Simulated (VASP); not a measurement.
# ZnS (F-43m) in VASP: a series of runs

The runs below take ZnS through single point, with PBE, PBEsol.

Everything below comes from runs of VASP 6.6.1. Logs are shortened: lines on timing, memory, paths and dates and some standing lists are left out, and cuts for length are marked.

**1. The cell of the first run**

The structure is cubic, space group F-43m (No. 216). Conventional cell: a = 5.388 Å, b = 5.388 Å, c = 5.388 Å, α = 90.00°, β = 90.00°, γ = 90.00°. Within 3.1 Å of Zn (site symmetry -43m) lie 4 S at 2.33 Å. S (site symmetry -43m) has 4 Zn at 2.33 Å within 3.1 Å.

**2. Single point, PBE**

File INCAR:

```
  PREC = Accurate
  ENCUT = 520
  EDIFF = 1E-7
  ISMEAR = 0
  SIGMA = 0.01
  LREAL = False
  LASPH = True
  NELM = 80
  ALGO = Normal
  ISIF = 2
  LWAVE = False
  LCHARG = False
  GGA = PE
  NBANDS = 16
```

File KPOINTS:

```
Automatic mesh
0
Gamma
  4 4 4
```

File POSCAR:

```
ZnS
1.0
    0.0000000000      2.6940858343      2.6940858343
    2.6940858343      0.0000000000      2.6940858343
    2.6940858343      2.6940858343      0.0000000000
Zn S
1 1
Direct
    0.0000000000      0.0000000000      0.0000000000
    0.2500000000      0.2500000000      0.2500000000
```

Potentials or basis: VASP PAW PBE potentials, release 64 (Zn, S).

Command:

```
> cat potpaw_PBE.64/Zn/POTCAR potpaw_PBE.64/S/POTCAR > POTCAR
> mpirun -np 1 vasp_std > vasp.out
```

OUTCAR:

```text
PREC = Accurate
   ENCUT = 520
   EDIFF = 1E-7
   ISMEAR = 0
   LREAL = False
   LASPH = True
   NELM = 80
   ISIF = 2
   GGA = PE

 ion  position               nearest neighbor table
   1  0.000  0.000  0.000-   2 2.33   2 2.33   2 2.33   2 2.33
   2  0.250  0.250  0.250-   1 2.33   1 2.33   1 2.33   1 2.33

  LATTYP: Found a face centered cubic cell.
 ALAT       =     5.3881716686

  Lattice vectors:

 A1 = (   0.0000000000,   2.6940858343,   2.6940858343)
 A2 = (   2.6940858343,   0.0000000000,   2.6940858343)
 A3 = (   2.6940858343,   2.6940858343,   0.0000000000)

Analysis of symmetry for initial positions (statically):
=====================================================================
 Subroutine PRICEL returns:
 Original cell was already a primitive cell.

 Routine SETGRP: Setting up the symmetry group for a
 face centered cubic supercell.

 Subroutine GETGRP returns: Found 24 space group operations
 (whereof 24 operations were pure point group operations)
 out of a pool of 48 trial point group operations.

The static configuration has the point symmetry T_d .

Analysis of symmetry for dynamics (positions and initial velocities):
=====================================================================
 Subroutine PRICEL returns:
 Original cell was already a primitive cell.

 Routine SETGRP: Setting up the symmetry group for a
 face centered cubic supercell.

 Subroutine GETGRP returns: Found 24 space group operations
 (whereof 24 operations were pure point group operations)
 out of a pool of 48 trial point group operations.

The dynamic configuration has the point symmetry T_d .

 Subroutine INISYM returns: Found 24 space group operations
 (whereof 24 operations are pure point group operations),
 and found     1 'primitive' translations

----------------------------------------------------------------------------------------

                                     Primitive cell

  volume of cell :      39.1079

  direct lattice vectors                    reciprocal lattice vectors
     0.000000000  2.694085834  2.694085834    -0.185591711  0.185591711  0.185591711
     2.694085834  0.000000000  2.694085834     0.185591711 -0.185591711  0.185591711
     2.694085834  2.694085834  0.000000000     0.185591711  0.185591711 -0.185591711

  length of vectors
     3.810012725  3.810012725  3.810012725     0.321454273  0.321454273  0.321454273

  position of ions in fractional coordinates (direct lattice)
     0.000000000  0.000000000  0.000000000
[... 60 lines left out ...]
   NELM   =     80;   NELMIN=  2; NELMDL= -5     # of ELM steps
   EDIFF  = 0.1E-06   stopping-criterion for ELM
   LREAL  =      F    real-space projection
   EDIFFG = 0.1E-05   stopping-criterion for IOM
   NSW    =      0    number of steps for IOM
   IBRION =     -1    ionic relax: 0-MD 1-quasi-New 2-CG
   NFREE  =      0    steps in history (QN), initial steepest desc. (CG)
   ISIF   =      2    stress and relaxation
   ISYM   =      2    0-nonsym 1-usesym 2-fastsym
   POTIM  = 0.5000    time-step for ionic-motion
   TEBEG  =    0.0;   TEEND  =   0.0 temperature during run
   PSTRESS=    0.0 pullay stress
   NELECT =      18.0000    total number of electrons
   NUPDOWN=      -1.0000    fix difference up-down
   EMIN   =  10.00;   EMAX   =-10.00  energy-range for DOS
   EFERMI =   0.00;   METHOD = LEGACY
   ISMEAR =     0;   SIGMA  =   0.01  broadening in eV -4-tet -1-fermi 0-gaus
   EFERMI_NEDOS =   21; number of points for ismear=-14 and -15
   IALGO  =     38    algorithm
   IMIX   =      4    mixing-type and parameters
     AMIX     =   0.40;   BMIX     =  1.00
     AMIX_MAG =   1.60;   BMIX_MAG =  1.00
  volume/ion in A,a.u.               =      19.55       131.96
  Fermi-wavevector in a.u.,A,eV,Ry     =   1.263992  2.388598 21.737690  1.597675
  Thomas-Fermi vector in A             =   2.397320
   LORBIT       =      0    0 simple, 1 ext, 2 COOP (PROOUT), +10 PAW based schemes
   GGA     = PE    functional components
   LHFCALC =     F    Hartree Fock is set to
   AEXX    =    0.0000 exact exchange contribution
   IVDW    =     0    specifies the selected vdW correction
   LEPSILON=     F    determine dielectric tensor
   LRPA    =     F    only Hartree local field effects (RPA)
 non-spin polarized calculation
 Gauss-broadening in eV      SIGMA  =   0.01
  energy-cutoff  :      520.00
  volume of cell :       39.11
 maximum number of plane-waves:      1067
   NGX = 15   NGY = 15   NGZ = 15

 number of electron      18.0000006 magnetization

 Free energy of the ion-electron system (eV)
  ---------------------------------------------------
  ext. energy  EPLUGINS =         0.00000000
  ---------------------------------------------------
  free energy    TOTEN  =        -6.79516525 eV

  energy without entropy =       -6.79516525  energy(sigma->0) =       -6.79516525

 E-fermi :   2.2935     XC(G=0):  -9.6607

 val. band max:        2.2148208421   @ k =   0.0000   0.0000   0.0000
 cond. band min:       4.3586363538   @ k =   0.0000   0.0000   0.0000
 fundamental gap:      2.1438155117
 Fermi energy:         2.2934654760

 k-point     1 :       0.0000    0.0000    0.0000
  band No.  band energies     occupation
      1     -10.9860      2.00000
      2      -4.1812      2.00000
      3      -4.1812      2.00000
      4      -4.1812      2.00000
      5      -3.6755      2.00000
      6      -3.6755      2.00000
[... 129 lines left out ...]
      3      -3.8947      2.00000
      4      -3.7365      2.00000
      5      -3.7132      2.00000
      6      -3.2652      2.00000
[... 8 lines left out ...]
     15      16.1656      0.00000
     16      17.1393      0.00000

------------------------ aborting loop because EDIFF is reached ----------------------------------------

  FORCE on cell =-STRESS in cart. coord.  units (eV):
  Direction    XX          YY          ZZ          XY          YZ          ZX
  --------------------------------------------------------------------------------------
  -------------------------------------------------------------------------------------
  Total        0.6756861      0.6756861      0.6756861      0.0000000      0.0000000      0.0000000
  in kB       27.6816074     27.6816074     27.6816074      0.0000000      0.0000000      0.0000000
  external PRESSURE =      27.6816074 kB  Pullay stress =       0.0000000 kB

 VOLUME and BASIS-vectors are now :
 -----------------------------------------------------------------------------
  energy-cutoff  :      520.00
  volume of cell :       39.11
      direct lattice vectors                 reciprocal lattice vectors
     0.000000000  2.694085834  2.694085834    -0.185591711  0.185591711  0.185591711
     2.694085834  0.000000000  2.694085834     0.185591711 -0.185591711  0.185591711
     2.694085834  2.694085834  0.000000000     0.185591711  0.185591711 -0.185591711

 POSITION                                       TOTAL-FORCE (eV/Angst)
 -----------------------------------------------------------------------------------
      0.00000      0.00000      0.00000        -0.000000     -0.000000     -0.000000
      1.34704      1.34704      1.34704         0.000000      0.000000      0.000000
 -----------------------------------------------------------------------------------
    total drift:                                0.000001      0.000001      0.000001

  FREE ENERGIE OF THE ION-ELECTRON SYSTEM (eV)
  ---------------------------------------------------
  free  energy   TOTEN  =        -6.7951652451 eV

  energy  without entropy=       -6.7951652451  energy(sigma->0) =       -6.79516525
```

It took 5.2 s on 1 thread of AMD EPYC 7R13 (Zen 3), shared host; peak memory 0.12 GiB.

What came out:

- Free energy: -6.7952 eV
- Pressure: 2.8 GPa
- Band gap on the k mesh: 2.14 eV, direct

Caveat: the k points lie up to 0.50 Å⁻¹ apart.

**3. Single point, PBEsol**

File INCAR:

```
SYSTEM = ZnS
ALGO = Normal ; EDIFF = 1E-6
ENCUT = 520 ; GGA = PS
ISIF = 2 ; ISMEAR = 0
LASPH = .True. ; LCHARG = .False.
LREAL = .False. ; LWAVE = .False.
NBANDS = 16 ; NELM = 80
PREC = Accurate ; SIGMA = 0.01
```

File KPOINTS:

```
k-points
0
Gamma
  4 4 4
  0 0 0
```

POSCAR is that of step 2.

Potentials or basis: VASP PAW PBE potentials, release 64 (Zn, S).

Command:

```
> cat potpaw_PBE.64/Zn/POTCAR potpaw_PBE.64/S/POTCAR > POTCAR
> mpirun -np 1 vasp_std > vasp.out
```

OUTCAR:

```text
SYSTEM = ZnS
   EDIFF = 1E-6
   ENCUT = 520
   GGA = PS
   ISIF = 2
   ISMEAR = 0
   LASPH = .True.
   LREAL = .False.
   NELM = 80
   PREC = Accurate

 ion  position               nearest neighbor table
   1  0.000  0.000  0.000-   2 2.33   2 2.33   2 2.33   2 2.33
   2  0.250  0.250  0.250-   1 2.33   1 2.33   1 2.33   1 2.33

  LATTYP: Found a face centered cubic cell.
 ALAT       =     5.3881716686

  Lattice vectors:

 A1 = (   0.0000000000,   2.6940858343,   2.6940858343)
 A2 = (   2.6940858343,   0.0000000000,   2.6940858343)
 A3 = (   2.6940858343,   2.6940858343,   0.0000000000)

Analysis of symmetry for initial positions (statically):
=====================================================================
 Subroutine PRICEL returns:
 Original cell was already a primitive cell.

 Routine SETGRP: Setting up the symmetry group for a
 face centered cubic supercell.

 Subroutine GETGRP returns: Found 24 space group operations
 (whereof 24 operations were pure point group operations)
 out of a pool of 48 trial point group operations.

The static configuration has the point symmetry T_d .

Analysis of symmetry for dynamics (positions and initial velocities):
[... 143 lines left out ...]

 val. band max:        2.1231452167   @ k =   0.0000   0.0000   0.0000
 cond. band min:       4.1272327759   @ k =   0.0000   0.0000   0.0000
 fundamental gap:      2.0040875593
 Fermi energy:         2.2101741630

 k-point     1 :       0.0000    0.0000    0.0000
  band No.  band energies     occupation
      1     -11.0932      2.00000
      2      -4.3075      2.00000
      3      -4.3075      2.00000
      4      -4.3075      2.00000
      5      -3.8012      2.00000
      6      -3.8012      2.00000
[... 129 lines left out ...]
      3      -4.0214      2.00000
      4      -3.8647      2.00000
      5      -3.8396      2.00000
      6      -3.3858      2.00000
[... 8 lines left out ...]
     15      16.0669      0.00000
     16      16.8988      0.00000

------------------------ aborting loop because EDIFF is reached ----------------------------------------

  FORCE on cell =-STRESS in cart. coord.  units (eV):
  Direction    XX          YY          ZZ          XY          YZ          ZX
  --------------------------------------------------------------------------------------
  -------------------------------------------------------------------------------------
  Total       -0.2007479     -0.2007479     -0.2007479      0.0000000      0.0000000     -0.0000000
  in kB       -8.2242709     -8.2242709     -8.2242709      0.0000000      0.0000000     -0.0000000
  external PRESSURE =      -8.2242709 kB  Pullay stress =       0.0000000 kB

 VOLUME and BASIS-vectors are now :
 -----------------------------------------------------------------------------
  energy-cutoff  :      520.00
  volume of cell :       39.11
      direct lattice vectors                 reciprocal lattice vectors
     0.000000000  2.694085834  2.694085834    -0.185591711  0.185591711  0.185591711
     2.694085834  0.000000000  2.694085834     0.185591711 -0.185591711  0.185591711
     2.694085834  2.694085834  0.000000000     0.185591711  0.185591711 -0.185591711

 POSITION                                       TOTAL-FORCE (eV/Angst)
 -----------------------------------------------------------------------------------
      0.00000      0.00000      0.00000        -0.000000      0.000000      0.000000
      1.34704      1.34704      1.34704         0.000000     -0.000000     -0.000000
 -----------------------------------------------------------------------------------
    total drift:                                0.000002      0.000002      0.000001

  FREE ENERGIE OF THE ION-ELECTRON SYSTEM (eV)
  ---------------------------------------------------
  free  energy   TOTEN  =        -7.5354149088 eV

  energy  without entropy=       -7.5354149088  energy(sigma->0) =       -7.53541491
```

Wall time 4.6 s (1 thread of AMD EPYC 7R13 (Zen 3), shared host); peak memory 0.12 GiB.

What came out:

| Item | Value |
| --- | --- |
| Free energy | -7.5354 eV |
| Pressure | -0.8 GPa |
| Band gap on the k mesh | 2.00 eV, direct |

Caveat: the k points lie up to 0.50 Å⁻¹ apart; the PAW data sets were made with another functional, which shifts forces and pressure a little.

**4. Single point, PBE**

File INCAR:

```
SYSTEM = ZnS
ALGO = Normal
EDIFF = 1E-6
ENCUT = 520
GGA = PE
ISIF = 2
ISMEAR = 0
LASPH = .TRUE.
LCHARG = .TRUE.
LELF = .TRUE.
LREAL = .FALSE.
LVHAR = .TRUE.
LWAVE = .FALSE.
NBANDS = 16
NELM = 80
PREC = Accurate
SIGMA = 0.01
```

File KPOINTS:

```
k-points
0
G
  6 6 6
  0 0 0
```

POSCAR is that of step 3.

Command:

```
> cat potpaw_PBE.64/Zn/POTCAR potpaw_PBE.64/S/POTCAR > POTCAR
> mpirun -np 1 vasp_std > vasp.out
```

Run time: 8.4 s. Hardware: 1 thread of AMD EPYC 7R13 (Zen 3), shared host; peak memory 0.12 GiB.

The run converged. Its results:

```yaml
Free_energy: -6.8396 eV
Pressure: 2.5 GPa
Band_gap_on_the_k_mesh: 2.15 eV, direct
```

Levels at points of the mesh, in eV from the valence-band top:
| k point | band 7 | band 8 | band 9 | band 10 | band 11 | band 12 |
| --- | --- | --- | --- | --- | --- | --- |
| (0.00, 0.00, 0.00) | 0.00 | 0.00 | 0.00 | 2.15 | 6.39 | 6.39 |
| (0.50, 0.00, 0.00) | -5.35 | -0.88 | -0.88 | 3.33 | 6.92 | 6.92 |
| (0.50, 0.50, 0.00) | -4.59 | -2.25 | -2.25 | 3.39 | 4.07 | 11.04 |

**5. Summary**

```tsv
level	k mesh	gap on the mesh (eV)	pressure (GPa)
PBE	4 × 4 × 4	2.14	2.8
PBEsol	4 × 4 × 4	2.00	-0.8
PBE	6 × 6 × 6	2.15	2.5
```

Alike in all rows: task single point; potentials or basis VASP PAW PBE potentials, release 64 (Zn, S); no spin polarisation; cell as given; cutoff (eV) 520; smearing gaussian 0.01 eV.

Caveats: some runs use coarse meshes; the PAW data sets were made with another functional, which shifts forces and pressure a little (some runs).

Absolute energies hang on the potentials; compare differences alone.
